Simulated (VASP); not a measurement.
# Ti2Ge6Mo (Fmmm) in VASP: a series of runs

Runs on Ti2Ge6Mo. Level: PBE. Tasks: single point.

All numbers are computed with VASP 6.6.1; they aren't measurements. Logs are shortened: lines on timing, memory, paths and dates and some standing lists are left out, and cuts for length are marked.

**1. The cell of the first run**

The structure is orthorhombic, space group Fmmm (No. 69). The conventional cell has a = 4.750 Å, b = 8.473 Å, c = 14.278 Å, α = 90.00°, β = 90.00°, γ = 90.00°. Within 3.6 Å of Ti (site symmetry mm2) lie 10 Ge at 2.74 to 2.86 Å and 2 Ti at 3.31 Å and 2 Mo at 3.39 Å. Ge (site symmetry m) has 1 Mo at 2.73 Å and 4 Ti at 2.74 to 2.86 Å and 9 Ge at 2.75 to 3.40 Å within 3.6 Å. Ge (site symmetry m2m) has 3 Mo at 2.74 to 2.86 Å and 9 Ge at 2.75 to 3.34 Å and 2 Ti at 2.78 Å within 3.6 Å. Mo (site symmetry mmm) has 10 Ge at 2.73 to 2.86 Å and 4 Ti at 3.39 Å within 3.6 Å.

**2. Single point, PBE**

Input file INCAR:

```
  ALGO = Normal
  EDIFF = 1E-7
  ENCUT = 520
  GGA = PE
  ISIF = 2
  ISMEAR = 0
  LASPH = True
  LCHARG = False
  LREAL = False
  LWAVE = False
  NBANDS = 71
  NELM = 60
  PREC = Accurate
  SIGMA = 0.1
```

Input file KPOINTS:

```
k-points
0
Gamma
  4 4 4
```

Input file POSCAR:

```
Ti2Ge6Mo
1.0
    0.0000000000      4.2367013944      7.1390581037
    2.3748477451      0.0000000000      7.1390581037
    2.3748477451      4.2367013944      0.0000000000
Ti Ge Mo
2 6 1
Direct
    0.6694822110      0.6694822110      0.3305177890
    0.3305177890      0.3305177890      0.6694822110
    0.0025799119      0.3270185579      0.6729814421
    0.3379486112      0.6620513888      0.3379486112
    0.6729814421      0.9974200881      0.0025799119
    0.3270185579      0.0025799119      0.9974200881
    0.6620513888      0.3379486112      0.6620513888
    0.9974200881      0.6729814421      0.3270185579
    0.0000000000      0.0000000000      0.0000000000
```

Potentials or basis: VASP PAW PBE potentials, release 64 (Ti_sv, Ge_d, Mo_sv).

Command:

```bash
$ cat potpaw_PBE.64/Ti_sv/POTCAR potpaw_PBE.64/Ge_d/POTCAR potpaw_PBE.64/Mo_sv/POTCAR > POTCAR
$ mpirun -np 1 vasp_std > vasp.out
```

OUTCAR:

```text
EDIFF = 1E-7
   ENCUT = 520
   GGA = PE
   ISIF = 2
   ISMEAR = 0
   LASPH = True
   LREAL = False
   NELM = 60
   PREC = Accurate

 ion  position               nearest neighbor table
   1  0.669  0.669  0.331-   5 2.74   8 2.74   6 2.74   6 2.74   3 2.74   3 2.74   7 2.78   4 2.78
                             3 2.86   6 2.86
   2  0.331  0.331  0.669-   3 2.74   6 2.74   8 2.74   8 2.74   5 2.74   5 2.74   4 2.78   7 2.78
                             5 2.86   8 2.86
   3  0.003  0.327  0.673-   9 2.73   2 2.74   1 2.74   1 2.74   6 2.75   7 2.78   6 2.80   6 2.80
                             8 2.85   1 2.86
   4  0.338  0.662  0.338-   9 2.74   9 2.74   7 2.75   2 2.78   1 2.78   6 2.78   8 2.78   7 2.80
                             7 2.80   9 2.86
   5  0.673  0.997  0.003-   9 2.73   1 2.74   2 2.74   2 2.74   8 2.75   7 2.78   8 2.80   8 2.80
                             6 2.85   2 2.86
   6  0.327  0.003  0.997-   9 2.73   2 2.74   1 2.74   1 2.74   3 2.75   4 2.78   3 2.80   3 2.80
                             5 2.85   1 2.86
   7  0.662  0.338  0.662-   9 2.74   9 2.74   4 2.75   2 2.78   1 2.78   3 2.78   5 2.78   4 2.80
                             4 2.80   9 2.86
   8  0.997  0.673  0.327-   9 2.73   1 2.74   2 2.74   2 2.74   5 2.75   4 2.78   5 2.80   5 2.80
                             3 2.85   2 2.86
   9  0.000  0.000  0.000-   3 2.73   5 2.73   6 2.73   8 2.73   7 2.74   7 2.74   4 2.74   4 2.74
                             7 2.86   4 2.86

  LATTYP: Found a face centered orthorhombic cell.
 ALAT       =     4.7496954902
 B/A-ratio  =     1.7839886381
 C/A-ratio  =     3.0061119154

  Lattice vectors:

 A1 = (   0.0000000000,   4.2367013944,   7.1390581037)
 A2 = (   2.3748477451,   0.0000000000,   7.1390581037)
 A3 = (   2.3748477451,   4.2367013944,   0.0000000000)

Analysis of symmetry for initial positions (statically):
=====================================================================
 Subroutine PRICEL returns:
 Original cell was already a primitive cell.

 Routine SETGRP: Setting up the symmetry group for a
 face centered orthorhombic supercell.

 Subroutine GETGRP returns: Found  8 space group operations
 (whereof  8 operations were pure point group operations)
 out of a pool of  8 trial point group operations.

The static configuration has the point symmetry D_2h.

Analysis of symmetry for dynamics (positions and initial velocities):
=====================================================================
 Subroutine PRICEL returns:
 Original cell was already a primitive cell.

 Routine SETGRP: Setting up the symmetry group for a
 face centered orthorhombic supercell.

 Subroutine GETGRP returns: Found  8 space group operations
 (whereof  8 operations were pure point group operations)
 out of a pool of  8 trial point group operations.

The dynamic configuration has the point symmetry D_2h.

 Subroutine INISYM returns: Found  8 space group operations
 (whereof  8 operations are pure point group operations),
 and found     1 'primitive' translations

----------------------------------------------------------------------------------------

                                     Primitive cell

  volume of cell :     143.6596

  direct lattice vectors                    reciprocal lattice vectors
     0.000000000  4.236701394  7.139058104    -0.210539813  0.118016342  0.070037250
     2.374847745  0.000000000  7.139058104     0.210539813 -0.118016342  0.070037250
     2.374847745  4.236701394  0.000000000     0.210539813  0.118016342 -0.070037250

  length of vectors
     8.301553428  7.523699384  4.856906476     0.251316705  0.251316705  0.251316705

  position of ions in fractional coordinates (direct lattice)
     0.669482211  0.669482211  0.330517789
     0.330517789  0.330517789  0.669482211
     0.002579912  0.327018558  0.672981442
     0.337948611  0.662051389  0.337948611
     0.672981442  0.997420088  0.002579912
     0.327018558  0.002579912  0.997420088
     0.662051389  0.337948611  0.662051389
     0.997420088  0.672981442  0.327018558
     0.000000000  0.000000000  0.000000000

  ion indices of the primitive-cell ions
   primitive index   ion index
                 1           1
                 2           2
                 3           3
                 4           4
                 5           5
                 6           6
                 7           7
                 8           8
                 9           9

----------------------------------------------------------------------------------------

 KPOINTS: k-points

Automatic generation of k-mesh.
 Grid dimensions read from file:
 generate k-points for:    4    4    4

 Generating k-lattice:

  Cartesian coordinates                     Fractional coordinates (reciprocal lattice)
    -0.052634953  0.029504085  0.017509313     0.250000000  0.000000000  0.000000000
     0.052634953 -0.029504085  0.017509313     0.000000000  0.250000000  0.000000000
     0.052634953  0.029504085 -0.017509313     0.000000000  0.000000000  0.250000000

  Length of vectors
     0.062829176  0.062829176  0.062829176

  Shift w.r.t. Gamma in fractional coordinates (k-lattice)
     0.000000000  0.000000000  0.000000000

 Subroutine IBZKPT returns following result:
 ===========================================

 Found     18 irreducible k-points:

 Following reciprocal coordinates:
            Coordinates               Weight
  0.000000  0.000000  0.000000      1.000000
  0.250000 -0.000000 -0.000000      8.000000
  0.500000 -0.000000 -0.000000      4.000000
  0.250000  0.250000  0.000000      2.000000
  0.500000  0.250000 -0.000000      8.000000
 -0.250000  0.250000  0.000000      4.000000
[... 10 lines left out ...]
 -0.250000  0.250000  0.500000      2.000000
  0.000000  0.500000  0.500000      1.000000
   k-points           NKPTS =     18   k-points in BZ     NKDIM =     18   number of bands    NBANDS=     71
   number of dos      NEDOS =    301   number of ions     NIONS =      9
   total plane-waves  NPLWV = 129024
   dimension x,y,z NGX =    64 NGY =   56 NGZ =   36
   dimension x,y,z NGXF=   128 NGYF=  112 NGZF=   72
   ions per type =               2   6   1
   NGX,Y,Z   is equivalent  to a cutoff of  12.82, 12.37, 12.32 a.u.
   NGXF,Y,Z  is equivalent  to a cutoff of  25.63, 24.75, 24.64 a.u.
 SYSTEM =  unknown system
   PREC   = accura    normal or accurate (medium, high low for compatibility)
   ISTART =      0    job   : 0-new  1-cont  2-samecut
   ICHARG =      2    charge: 1-file 2-atom 10-const
   ISPIN  =      1    spin polarized calculation?
   LNONCOLLINEAR =      F non collinear calculations
   LSORBIT =      F    spin-orbit coupling
   LASPH  =      T    aspherical Exc in radial PAW
   ENCUT  =  520.0 eV  38.22 Ry    6.18 a.u.  15.44 13.99  9.03*2*pi/ulx,y,z
   NELM   =     60;   NELMIN=  2; NELMDL= -5     # of ELM steps
   EDIFF  = 0.1E-06   stopping-criterion for ELM
   LREAL  =      F    real-space projection
   EDIFFG = 0.1E-05   stopping-criterion for IOM
   NSW    =      0    number of steps for IOM
   IBRION =     -1    ionic relax: 0-MD 1-quasi-New 2-CG
   NFREE  =      0    steps in history (QN), initial steepest desc. (CG)
   ISIF   =      2    stress and relaxation
   ISYM   =      2    0-nonsym 1-usesym 2-fastsym
   POTIM  = 0.5000    time-step for ionic-motion
   TEBEG  =    0.0;   TEEND  =   0.0 temperature during run
   PSTRESS=    0.0 pullay stress
   NELECT =     122.0000    total number of electrons
   NUPDOWN=      -1.0000    fix difference up-down
   EMIN   =  10.00;   EMAX   =-10.00  energy-range for DOS
   EFERMI =   0.00;   METHOD = LEGACY
   ISMEAR =     0;   SIGMA  =   0.10  broadening in eV -4-tet -1-fermi 0-gaus
   EFERMI_NEDOS =   21; number of points for ismear=-14 and -15
   IALGO  =     38    algorithm
   IMIX   =      4    mixing-type and parameters
     AMIX     =   0.40;   BMIX     =  1.00
     AMIX_MAG =   1.60;   BMIX_MAG =  1.00
  volume/ion in A,a.u.               =      15.96       107.72
  Fermi-wavevector in a.u.,A,eV,Ry     =   1.550303  2.929648 32.700779  2.403439
  Thomas-Fermi vector in A             =   2.654986
   LORBIT       =      0    0 simple, 1 ext, 2 COOP (PROOUT), +10 PAW based schemes
   GGA     = PE    functional components
   LHFCALC =     F    Hartree Fock is set to
   AEXX    =    0.0000 exact exchange contribution
   IVDW    =     0    specifies the selected vdW correction
   LEPSILON=     F    determine dielectric tensor
   LRPA    =     F    only Hartree local field effects (RPA)
 non-spin polarized calculation
 Gauss-broadening in eV      SIGMA  =   0.10
  energy-cutoff  :      520.00
  volume of cell :      143.66
 maximum number of plane-waves:      3897
 NGX is ok and might be reduce to    64
   NGX = 31   NGY = 27   NGZ = 19

 number of electron     122.0000008 magnetization

 Free energy of the ion-electron system (eV)
  ---------------------------------------------------
  ext. energy  EPLUGINS =         0.00000000
  ---------------------------------------------------
  free energy    TOTEN  =       -55.95017901 eV

  energy without entropy =      -55.93239448  energy(sigma->0) =      -55.94128674

 E-fermi :   8.6046     XC(G=0): -12.2330

 val. band max:        8.5845981937   @ k =  -0.2500   0.2500   0.0000
 cond. band min:       8.6251356906   @ k =   0.0000   0.5000   0.5000
 fundamental gap:      0.0405374969
 Fermi energy:         8.6045549309

 k-point     1 :       0.0000    0.0000    0.0000
  band No.  band energies     occupation
      1     -51.9473      2.00000
      2     -47.8962      2.00000
      3     -47.8874      2.00000
      4     -26.1079      2.00000
      5     -26.0802      2.00000
      6     -25.9958      2.00000
[... 63 lines left out ...]
     70      11.9375      0.00000
     71      12.0735      0.00000

 k-point     2 :       0.2500   -0.0000   -0.0000
  band No.  band energies     occupation
      1     -51.9472      2.00000
      2     -47.8948      2.00000
      3     -47.8886      2.00000
      4     -26.1083      2.00000
      5     -26.0822      2.00000
      6     -25.9958      2.00000
[... 63 lines left out ...]
     70      11.7754      0.00000
     71      12.2448      0.00000

 k-point     3 :       0.5000   -0.0000   -0.0000
  band No.  band energies     occupation
      1     -51.9472      2.00000
      2     -47.8917      2.00000
      3     -47.8917      2.00000
      4     -26.1087      2.00000
      5     -26.0841      2.00000
      6     -25.9959      2.00000
[... 1099 lines left out ...]
     70      11.1432      0.00000
     71      11.1905      0.00000

 k-point    18 :       0.0000    0.5000    0.5000
  band No.  band energies     occupation
      1     -51.9472      2.00000
      2     -47.8960      2.00000
      3     -47.8873      2.00000
      4     -26.1114      2.00000
      5     -26.0804      2.00000
      6     -25.9955      2.00000
[... 63 lines left out ...]
     70      11.8221      0.00000
     71      12.0225      0.00000

------------------------ aborting loop because EDIFF is reached ----------------------------------------

  FORCE on cell =-STRESS in cart. coord.  units (eV):
  Direction    XX          YY          ZZ          XY          YZ          ZX
  --------------------------------------------------------------------------------------
  -------------------------------------------------------------------------------------
  Total        0.1176699      0.1120527      0.1013481      0.0000000      0.0000000      0.0000000
  in kB        1.3123254      1.2496783      1.1302946      0.0000000      0.0000000      0.0000000
  external PRESSURE =       1.2307661 kB  Pullay stress =       0.0000000 kB

 VOLUME and BASIS-vectors are now :
 -----------------------------------------------------------------------------
  energy-cutoff  :      520.00
  volume of cell :      143.66
      direct lattice vectors                 reciprocal lattice vectors
     0.000000000  4.236701394  7.139058104    -0.210539813  0.118016342  0.070037250
     2.374847745  0.000000000  7.139058104     0.210539813 -0.118016342  0.070037250
     2.374847745  4.236701394  0.000000000     0.210539813  0.118016342 -0.070037250

 POSITION                                       TOTAL-FORCE (eV/Angst)
 -----------------------------------------------------------------------------------
      2.37485      4.23670      9.55894         0.000000     -0.000000     -0.010815
      2.37485      4.23670      4.71917         0.000000     -0.000000      0.010815
      2.37485      2.86215      2.35302         0.000000     -0.012906      0.004062
      2.37485      2.86357      7.13906         0.000000      0.003858      0.000000
      2.37485      2.86215     11.92509         0.000000     -0.012906     -0.004062
      2.37485      5.61125      2.35302         0.000000      0.012906      0.004062
      2.37485      5.60983      7.13906         0.000000     -0.003858      0.000000
      2.37485      5.61125     11.92509         0.000000      0.012906     -0.004062
      0.00000      0.00000      0.00000        -0.000000     -0.000000      0.000000
 -----------------------------------------------------------------------------------
    total drift:                               -0.000000     -0.000000      0.000000

  FREE ENERGIE OF THE ION-ELECTRON SYSTEM (eV)
  ---------------------------------------------------
  free  energy   TOTEN  =       -55.9501790082 eV

  energy  without entropy=      -55.9323944788  energy(sigma->0) =      -55.94128674
```

It took 5.3 min on 1 thread of Intel Xeon Platinum 8488C (Sapphire Rapids), shared host; peak memory 0.42 GiB.

Results:

| Property | Result |
| --- | --- |
| Free energy | -55.9502 eV |
| Pressure | 0.1 GPa |
| Largest force | 0.014 eV/Å |
| Band gap on the k mesh | zero (bands 61 and 62 overlap by 1.03 eV) |

Forces on the atoms (eV/Å):
```
Ti   0.000  0.000 -0.011
Ti   0.000  0.000  0.011
Ge   0.000 -0.013  0.004
Ge   0.000  0.004  0.000
Ge   0.000 -0.013 -0.004
Ge   0.000  0.013  0.004
Ge   0.000 -0.004  0.000
Ge   0.000  0.013 -0.004
Mo   0.000  0.000  0.000
```

Caveat: the k points lie up to 0.39 Å⁻¹ apart, too coarse for converged energies and pressures of a metal.

(Part 1 of 2 ends here.)
